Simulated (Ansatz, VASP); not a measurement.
Bi in VASP and in Ansatz

The input POSCAR:

```
Bi
1.0
    3.4885980000     -3.1325780000      0.0000000000
    3.4885980000      3.1325780000      0.0000000000
   -1.2602350000      0.0000000000      3.1135500000
Bi
2
Direct
    0.7530610000      0.7530610000      0.8573820000
    0.2469390000      0.2469390000      0.1426180000
```

The input INCAR.step1:

```
SYSTEM = Bi
PREC = Accurate ; ENCUT = 520
ISMEAR = -1 ; SIGMA = 0.05
LREAL = .FALSE. ; LASPH = .TRUE.
NELM = 80 ; NBANDS = 22
GGA = PE ; ALGO = Normal
EDIFF = 1E-4 ; LWAVE = .TRUE.
LCHARG = .FALSE.
```

Contents of INCAR.step2:

```
SYSTEM = Bi
PREC = Accurate ; ENCUT = 520
EDIFF = 1E-6 ; ISMEAR = -1
SIGMA = 0.05 ; LREAL = .FALSE.
LASPH = .TRUE. ; NELM = 80
ALGO = Normal ; ISIF = 2
LWAVE = .FALSE. ; LCHARG = .TRUE.
METAGGA = R2SCAN ; LMIXTAU = .TRUE.
LELF = .TRUE. ; LVHAR = .TRUE.
NBANDS = 22 ; ISTART = 1
```

File KPOINTS:

```
regular mesh
0
G
  6 6 9
  0 0 0
```

File input.yaml:

```yaml
crystal:
  lattice:
    - [3.488598, -3.132578, 0.0]
    - [3.488598, 3.132578, 0.0]
    - [-1.260235, 0.0, 3.11355]
  atoms:
    - { symbol: Bi, position: [0.753061, 0.753061, 0.857382] }
    - { symbol: Bi, position: [0.246939, 0.246939, 0.142618] }
hamiltonian:
  xc: r2scan
  pseudopotentials: { kind: paw }
kpoints:
  mp_grid: { grid: [6, 6, 9] }
scf:
  occupations: { method: fermi_dirac, width: 0.05 }
output:
  forces: true
  stress: true
  eigenvalues: true
```

Alike in both runs: task single point; functional r2SCAN; k mesh 6 × 6 × 9; occupations fermi-dirac, width 0.05 eV; no spin polarisation.

```csv
,VASP,Ansatz
version,VASP 6.6.1,Ansatz 0.2.0
potentials or method,"VASP PAW PBE potentials, release 64 (Bi_d)",Ansatz PAW
plane-wave cutoff (eV),520,500
valence electrons in the cell,30,30
```

VASP gave:

| Item | Value |
| --- | --- |
| gap on the k mesh at the Fermi level (eV) | none |
| pressure (GPa) | -0.9 |
| traceless stress, the component that is largest in VASP (GPa) | 0.60 |
| rms of the force components (eV/Å) | 0.083 |

Task: What did Ansatz give for the same quantities?

Result: gap on the k mesh at the Fermi level (eV): none; pressure (GPa): -0.8; traceless stress, the component that is largest in VASP (GPa): 0.60; rms of the force components (eV/Å): 0.085.

VASP's potentials were made for PBE, not for r2SCAN. Atom by atom the forces differ by 0.002 eV/Å (rms over components). A gap of «none» marks a metal or a gap that the smearing closes. The functional is the same, so the differences come from potentials, cutoffs and numerics.

Spin-orbit coupling is off throughout.
